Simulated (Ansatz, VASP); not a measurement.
**Ti: VASP beside Ansatz**

```
Ti
1.0
     0.00000    2.05645    2.05645
     2.05645    0.00000    2.05645
     2.05645    2.05645    0.00000
Ti
1
Direct
  0.00000 0.00000 0.00000
```

Alike in both runs: task single point; functional PBE; k mesh 8 × 8 × 8; occupations gaussian, width 0.1 eV; collinear spin.

|  | VASP | Ansatz |
| --- | --- | --- |
| version | VASP 6.6.1 | Ansatz 0.2.0 |
| potentials or method | VASP PAW PBE potentials, release 64 (Ti_sv), cutoff 520 eV | scalar-relativistic, plane waves, PAW |
| valence electrons in the cell | 12 | 12 |

```tsv
	VASP	Ansatz	Ansatz less VASP
gap on the k mesh at the Fermi level (eV)	none	none	-
pressure (GPa)	-0.3	0.0	+0.28
net moment per atom (μB)	0.00	0.00	0.000
```

A gap of «none» marks a metal or a gap that the smearing closes. Ansatz's warnings: seeded moment not kept.
